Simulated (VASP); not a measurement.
# Cu (P6_3/mmc) in VASP: a series of runs

Cu is run at these levels: LDA; tasks: single point, relaxation of cell and atoms.

Everything below comes from runs of VASP 6.6.1. Logs are shortened: lines on timing, memory, paths and dates and some standing lists are left out, and cuts for length are marked.

**1. The cell of the first run**

The structure is hexagonal, space group P6_3/mmc (No. 194). Conventional cell: a = 2.488 Å, b = 2.488 Å, c = 8.129 Å, α = 90.00°, β = 90.00°, γ = 120.00°. Within 3.3 Å of Cu (site symmetry -3m) lie 12 Cu at 2.49 Å. Cu (site symmetry -6m2) has 12 Cu at 2.49 Å within 3.3 Å.

This isn't the form of Cu at room conditions, which is fcc.

**2. Single point, LDA (10.90 Å³/atom)**

File INCAR:

```
SYSTEM = Cu
ALGO = Normal
EDIFF = 1E-6
ENCUT = 520
GGA = CA
ISIF = 2
ISMEAR = -1
LASPH = .True.
LCHARG = .False.
LREAL = .False.
LWAVE = .False.
NBANDS = 30
NELM = 100
PREC = Accurate
SIGMA = 0.1
```

File KPOINTS:

```
k-points
0
Gamma
  19 19 5
  0 0 0
```

File POSCAR:

```
Cu
1.0
    2.4881180135      0.0000000000      0.0000000000
   -1.2440590068      2.1547734073      0.0000000000
    0.0000000000      0.0000000000      8.1293096459
Cu
4
Direct
    0.0000000000      1.0000000000      1.0000000000
    1.0000000000      1.0000000000      0.5000000000
    0.3333333333      0.6666666667      0.2500000000
    0.6666666667      0.3333333333      0.7500000000
```

Potentials or basis: VASP PAW LDA potentials, release 64 (Cu).

The run is started by

```
> cat potpaw_LDA.64/Cu/POTCAR > POTCAR
> mpirun -np 1 vasp_std > vasp.out
```

OUTCAR:

```text
SYSTEM = Cu
   EDIFF = 1E-6
   ENCUT = 520
   GGA = CA
   ISIF = 2
   ISMEAR = -1
   LASPH = .True.
   LREAL = .False.
   NELM = 100
   PREC = Accurate

 ion  position               nearest neighbor table
   1  0.000  0.000  0.000-   3 2.49   4 2.49   4 2.49   3 2.49   4 2.49   3 2.49
   2  0.000  0.000  0.500-   3 2.49   4 2.49   4 2.49   3 2.49   4 2.49   3 2.49
   3  0.333  0.667  0.250-   1 2.49   2 2.49   1 2.49   2 2.49   1 2.49   2 2.49
   4  0.667  0.333  0.750-   1 2.49   2 2.49   1 2.49   2 2.49   1 2.49   2 2.49

  LATTYP: Found a hexagonal cell.
 ALAT       =     2.4881180135
 C/A-ratio  =     3.2672524381

  Lattice vectors:

 A1 = (   2.4881180135,   0.0000000000,   0.0000000000)
 A2 = (  -1.2440590068,   2.1547734073,   0.0000000000)
 A3 = (   0.0000000000,   0.0000000000,   8.1293096459)

Analysis of symmetry for initial positions (statically):
=====================================================================
 Subroutine PRICEL returns:
 Original cell was already a primitive cell.

 Routine SETGRP: Setting up the symmetry group for a
 hexagonal supercell.

 Subroutine GETGRP returns: Found 24 space group operations
 (whereof 12 operations were pure point group operations)
 out of a pool of 24 trial point group operations.

The static configuration has the point symmetry D_3d.
 The point group associated with its full space group is D_6h.

Analysis of symmetry for dynamics (positions and initial velocities):
=====================================================================
 Subroutine PRICEL returns:
 Original cell was already a primitive cell.

 Routine SETGRP: Setting up the symmetry group for a
 hexagonal supercell.

 Subroutine GETGRP returns: Found 24 space group operations
 (whereof 12 operations were pure point group operations)
 out of a pool of 24 trial point group operations.

The dynamic configuration has the point symmetry D_3d.
 The point group associated with its full space group is D_6h.

 Subroutine INISYM returns: Found 24 space group operations
 (whereof 12 operations are pure point group operations),
 and found     1 'primitive' translations

----------------------------------------------------------------------------------------

                                     Primitive cell

  volume of cell :      43.5839

  direct lattice vectors                    reciprocal lattice vectors
     2.488118013  0.000000000  0.000000000     0.401910197  0.232042960  0.000000000
    -1.244059007  2.154773407  0.000000000     0.000000000  0.464085920  0.000000000
     0.000000000  0.000000000  8.129309646     0.000000000  0.000000000  0.123011675

  length of vectors
     2.488118013  2.488118014  8.129309646     0.464085920  0.464085920  0.123011675

  position of ions in fractional coordinates (direct lattice)
     0.000000000  0.000000000  0.000000000
     0.000000000  0.000000000  0.500000000
     0.333333333  0.666666667  0.250000000
     0.666666667  0.333333333  0.750000000

  ion indices of the primitive-cell ions
   primitive index   ion index
                 1           1
                 2           2
                 3           3
                 4           4

----------------------------------------------------------------------------------------

 KPOINTS: k-points

Automatic generation of k-mesh.
 Grid dimensions read from file:
 generate k-points for:   19   19    5

 Generating k-lattice:

  Cartesian coordinates                     Fractional coordinates (reciprocal lattice)
     0.021153168  0.012212787  0.000000000     0.052631579 -0.000000000  0.000000000
     0.000000000  0.024425575  0.000000000     0.000000000  0.052631579  0.000000000
     0.000000000  0.000000000  0.024602335     0.000000000  0.000000000  0.200000000

  Length of vectors
     0.024425575  0.024425575  0.024602335

  Shift w.r.t. Gamma in fractional coordinates (k-lattice)
     0.000000000  0.000000000  0.000000000

 Subroutine IBZKPT returns following result:
 ===========================================

 Found    120 irreducible k-points:

 Following reciprocal coordinates:
            Coordinates               Weight
  0.000000  0.000000  0.000000      1.000000
  0.052632  0.000000  0.000000      6.000000
  0.105263  0.000000  0.000000      6.000000
  0.157895 -0.000000  0.000000      6.000000
  0.210526 -0.000000  0.000000      6.000000
  0.263158  0.000000  0.000000      6.000000
[... 16 lines left out ...]
  0.263158  0.105263  0.000000     12.000000
  0.315789  0.105263  0.000000     12.000000
 [... further k-points ...]
   k-points           NKPTS =    120   k-points in BZ     NKDIM =    120   number of bands    NBANDS=     30
   number of dos      NEDOS =    301   number of ions     NIONS =      4
   total plane-waves  NPLWV =  24000
   dimension x,y,z NGX =    20 NGY =   20 NGZ =   60
   dimension x,y,z NGXF=    40 NGYF=   40 NGZF=  120
   ions per type =               4
   NGX,Y,Z   is equivalent  to a cutoff of  13.36, 13.36, 12.27 a.u.
   NGXF,Y,Z  is equivalent  to a cutoff of  26.73, 26.73, 24.54 a.u.
 SYSTEM =  Cu
   PREC   = accura    normal or accurate (medium, high low for compatibility)
   ISTART =      0    job   : 0-new  1-cont  2-samecut
   ICHARG =      2    charge: 1-file 2-atom 10-const
   ISPIN  =      1    spin polarized calculation?
   LNONCOLLINEAR =      F non collinear calculations
   LSORBIT =      F    spin-orbit coupling
   LASPH  =      T    aspherical Exc in radial PAW
   ENCUT  =  520.0 eV  38.22 Ry    6.18 a.u.   4.63  4.63 15.12*2*pi/ulx,y,z
   NELM   =    100;   NELMIN=  2; NELMDL= -5     # of ELM steps
   EDIFF  = 0.1E-05   stopping-criterion for ELM
   LREAL  =      F    real-space projection
   EDIFFG = 0.1E-04   stopping-criterion for IOM
   NSW    =      0    number of steps for IOM
   IBRION =     -1    ionic relax: 0-MD 1-quasi-New 2-CG
   NFREE  =      0    steps in history (QN), initial steepest desc. (CG)
   ISIF   =      2    stress and relaxation
   ISYM   =      2    0-nonsym 1-usesym 2-fastsym
   POTIM  = 0.5000    time-step for ionic-motion
   TEBEG  =    0.0;   TEEND  =   0.0 temperature during run
   PSTRESS=    0.0 pullay stress
   NELECT =      44.0000    total number of electrons
   NUPDOWN=      -1.0000    fix difference up-down
   EMIN   =  10.00;   EMAX   =-10.00  energy-range for DOS
   EFERMI =   0.00;   METHOD = LEGACY
   ISMEAR =    -1;   SIGMA  =   0.10  broadening in eV -4-tet -1-fermi 0-gaus
   EFERMI_NEDOS =   21; number of points for ismear=-14 and -15
   IALGO  =     38    algorithm
   IMIX   =      4    mixing-type and parameters
     AMIX     =   0.40;   BMIX     =  1.00
     AMIX_MAG =   1.60;   BMIX_MAG =  1.00
  volume/ion in A,a.u.               =      10.90        73.53
  Fermi-wavevector in a.u.,A,eV,Ry     =   1.642292  3.103481 36.696575  2.697122
  Thomas-Fermi vector in A             =   2.732619
   LORBIT       =      0    0 simple, 1 ext, 2 COOP (PROOUT), +10 PAW based schemes
   GGA     = CA    functional components
   LHFCALC =     F    Hartree Fock is set to
   AEXX    =    0.0000 exact exchange contribution
   IVDW    =     0    specifies the selected vdW correction
   LEPSILON=     F    determine dielectric tensor
   LRPA    =     F    only Hartree local field effects (RPA)
 non-spin polarized calculation
  energy-cutoff  :      520.00
  volume of cell :       43.58
 maximum number of plane-waves:      1194
 NGX is ok and might be reduce to    20
   NGX =  9   NGY =  9   NGZ = 31

 number of electron      43.9999989 magnetization

 Free energy of the ion-electron system (eV)
  ---------------------------------------------------
  ext. energy  EPLUGINS =         0.00000000
  ---------------------------------------------------
  free energy    TOTEN  =       -18.83212276 eV

  energy without entropy =      -18.79488858  energy(sigma->0) =      -18.81350567

 E-fermi :   8.4181     XC(G=0): -13.5805

 val. band max:        8.4149186455   @ k =   0.4211   0.1053   0.2000
 cond. band min:       8.4349152294   @ k =   0.1579   0.1579   0.4000
 fundamental gap:      0.0199965839
 Fermi energy:         8.4180991211

 k-point     1 :       0.0000    0.0000    0.0000
  band No.  band energies     occupation
      1      -1.5862      2.00000
      2       0.6419      2.00000
      3       0.6461      2.00000
      4       2.7936      2.00000
      5       4.7726      2.00000
      6       4.7812      2.00000
[... 22 lines left out ...]
     29      31.0173      0.00000
     30      31.3900      0.00000

 k-point     2 :       0.0526    0.0000    0.0000
  band No.  band energies     occupation
      1      -1.4910      2.00000
      2       0.7267      2.00000
      3       0.7308      2.00000
      4       2.8516      2.00000
      5       4.7206      2.00000
      6       4.7561      2.00000
[... 22 lines left out ...]
     29      30.1427      0.00000
     30      30.2465      0.00000

 k-point     3 :       0.1053    0.0000    0.0000
  band No.  band energies     occupation
      1      -1.2080      2.00000
      2       0.9749      2.00000
      3       0.9789      2.00000
      4       3.0165      2.00000
      5       4.6015      2.00000
      6       4.6905      2.00000
[... 22 lines left out ...]
     29      28.2699      0.00000
     30      28.2869      0.00000

 k-point     4 :       0.1579   -0.0000    0.0000
  band No.  band energies     occupation
      1      -0.7460      2.00000
      2       1.3655      2.00000
      3       1.3693      2.00000
      4       3.2575      2.00000
      5       4.4663      2.00000
      6       4.5987      2.00000
[... 22 lines left out ...]
     29      25.8139      0.00000
     30      25.8626      0.00000

 k-point     5 :       0.2105   -0.0000    0.0000
  band No.  band energies     occupation
      1      -0.1225      2.00000
      2       1.8523      2.00000
      3       1.8559      2.00000
      4       3.5100      2.00000
      5       4.3519      2.00000
      6       4.4563      2.00000
[... 22 lines left out ...]
     29      23.3596      0.00000
     30      23.6276      0.00000
[... 526 lines left out ...]
     29      23.1003      0.00000
     30      23.6125      0.00000

 k-point    22 :       0.2105    0.1053    0.0000
  band No.  band energies     occupation
      1       0.8798      2.00000
      2       2.5277      2.00000
      3       2.5326      2.00000
      4       3.7970      2.00000
      5       4.1991      2.00000
      6       4.2789      2.00000
[... 22 lines left out ...]
     29      21.8204      0.00000
     30      23.4293      0.00000

 k-point    23 :       0.2632    0.1053    0.0000
  band No.  band energies     occupation
      1       1.6818      2.00000
      2       2.8835      2.00000
      3       2.8970      2.00000
      4       3.7813      2.00000
      5       4.0579      2.00000
      6       4.2640      2.00000
[... 22 lines left out ...]
     29      20.9898      0.00000
     30      23.3244      0.00000

 k-point    24 :       0.3158    0.1053    0.0000
  band No.  band energies     occupation
      1       2.4193      2.00000
      2       3.0532      2.00000
      3       3.1156      2.00000
      4       3.6930      2.00000
      5       4.0058      2.00000
      6       4.1347      2.00000
[... 22 lines left out ...]
     29      20.3317      0.00000
     30      22.7535      0.00000

 [... further k-points ...]

------------------------ aborting loop because EDIFF is reached ----------------------------------------

  FORCE on cell =-STRESS in cart. coord.  units (eV):
  Direction    XX          YY          ZZ          XY          YZ          ZX
  --------------------------------------------------------------------------------------
  -------------------------------------------------------------------------------------
  Total        0.1855325      0.1855325      0.4408570     -0.0000000      0.0000000      0.0000000
  in kB        6.8203118      6.8203118     16.2062313     -0.0000000      0.0000000      0.0000000
  external PRESSURE =       9.9489516 kB  Pullay stress =       0.0000000 kB

 VOLUME and BASIS-vectors are now :
 -----------------------------------------------------------------------------
  energy-cutoff  :      520.00
  volume of cell :       43.58
      direct lattice vectors                 reciprocal lattice vectors
     2.488118013  0.000000000  0.000000000     0.401910197  0.232042960  0.000000000
    -1.244059007  2.154773407  0.000000000     0.000000000  0.464085920  0.000000000
     0.000000000  0.000000000  8.129309646     0.000000000  0.000000000  0.123011675

 POSITION                                       TOTAL-FORCE (eV/Angst)
 -----------------------------------------------------------------------------------
      0.00000      0.00000      0.00000         0.000000      0.000000      0.000000
      0.00000      0.00000      4.06465        -0.000000      0.000000      0.000000
     -0.00000      1.43652      2.03233         0.000000      0.000000     -0.000000
      1.24406      0.71826      6.09698        -0.000000     -0.000000      0.000000
 -----------------------------------------------------------------------------------
    total drift:                                0.000000     -0.000000      0.000000

  FREE ENERGIE OF THE ION-ELECTRON SYSTEM (eV)
  ---------------------------------------------------
  free  energy   TOTEN  =       -18.8321227591 eV

  energy  without entropy=      -18.7948885835  energy(sigma->0) =      -18.81350567
```

Run time: 87 s. Hardware: 1 thread of AMD EPYC 9R45 (Zen 5), shared host; peak memory 0.19 GiB.

Results:

```
Free energy            : -18.8321 eV
Pressure               : 1.0 GPa
Band gap on the k mesh : zero (bands 22 and 23 overlap by 5.58 eV)
```

Stress tensor (GPa, compression positive):
```
0.68 0.00 0.00
0.00 0.68 0.00
0.00 0.00 1.62
```

**3. Single point, LDA (11.33 Å³/atom)**

This run uses another cell than the first one, of 11.33 Å³/atom.

File INCAR:

```
PREC     = Accurate       # precision mode
ENCUT    = 520            # plane-wave cutoff, eV
EDIFF    = 1E-6           # SCF threshold, eV
ISMEAR   = -1             # smearing method
SIGMA    = 0.1            # smearing width, eV
LREAL    = False          # projectors in reciprocal space
LASPH    = True           # aspherical terms in the spheres
NELM     = 100            # most SCF steps
ALGO     = Normal         # electronic algorithm
ISIF     = 2              # what is computed and relaxed
LWAVE    = False          # write WAVECAR
LCHARG   = False          # write CHGCAR
NBANDS   = 30             # bands
```

File KPOINTS:

```
regular mesh
0
Gamma
  19 19 5
```

File POSCAR:

```
Cu
1.0
    2.5208601632      0.0000000000      0.0000000000
   -1.2604300816      2.1831289407      0.0000000000
    0.0000000000      0.0000000000      8.2362865143
Cu
4
Direct
    0.0000000000      1.0000000000      1.0000000000
    1.0000000000      1.0000000000      0.5000000000
    0.3333333333      0.6666666667      0.2500000000
    0.6666666667      0.3333333333      0.7500000000
```

Potentials or basis: VASP PAW LDA potentials, release 64 (Cu).

The run is started by

```
> cat potpaw_LDA.64/Cu/POTCAR > POTCAR
> mpirun -np 1 vasp_std > vasp.out
```

Run time: 86 s. Hardware: 1 thread of AMD EPYC 9R45 (Zen 5), shared host; peak memory 0.2 GiB.

It converged, with:

```yaml
Free_energy: -18.8037 eV
Pressure: -5.8 GPa
Band_gap_on_the_k_mesh: zero (bands 22 and 23 overlap by 5.45 eV)
```

Stress tensor (GPa, compression positive):
```
-6.12  0.00  0.00
 0.00 -6.12  0.00
 0.00  0.00 -5.25
```

Levels at points of the mesh, in eV from the Fermi level:
```tsv
k point	band 19	band 20	band 21	band 22	band 23	band 24	band 25	band 26
(0.00, 0.00, 0.00)	-2.24	-2.07	-2.07	-1.77	-1.77	-1.12	3.91	12.75
```

Caveat: the cell stands under tension.

**4. Single point, LDA (11.77 Å³/atom)**

This run uses another cell than the first one, of 11.77 Å³/atom.

File INCAR:

```
ALGO = Normal
EDIFF = 1E-7
ENCUT = 520
GGA = CA
ISIF = 2
ISMEAR = -1
LASPH = True
LCHARG = False
LREAL = False
LWAVE = False
NBANDS = 30
NELM = 60
PREC = Accurate
SIGMA = 0.1
```

File KPOINTS:

```
k-points
0
Gamma
  19 19 5
```

File POSCAR:

```
Cu
1.0
    2.5527731734      0.0000000000      0.0000000000
   -1.2763865867      2.2107664182      0.0000000000
    0.0000000000      0.0000000000      8.3405543745
Cu
4
Direct
    0.0000000000      1.0000000000      1.0000000000
    1.0000000000      1.0000000000      0.5000000000
    0.3333333333      0.6666666667      0.2500000000
    0.6666666667      0.3333333333      0.7500000000
```

The run is started by

```
> cat potpaw_LDA.64/Cu/POTCAR > POTCAR
> mpirun -np 1 vasp_std > vasp.out
```

It took 5.1 min on 1 thread of Intel Xeon 8259CL, shared host; peak memory 0.23 GiB.

The run converged. Its results:

| Item | Value |
| --- | --- |
| Free energy | -18.7106 eV |
| Pressure | -11.2 GPa |
| Band gap on the k mesh | zero (bands 22 and 23 overlap by 5.33 eV) |

Stress tensor (GPa, compression positive):
```
-11.44   0.00   0.00
  0.00 -11.44   0.00
  0.00   0.00 -10.65
```

Levels at points of the mesh, in eV from the Fermi level:
```
           k point  band 20  band 21  band 22  band 23  band 24  band 25
(0.00, 0.00, 0.00)    -2.01    -2.01    -1.72    -1.72    -1.00     3.72
```

Caveat: the cell stands under tension.

(Part 1 of 2 ends here.)
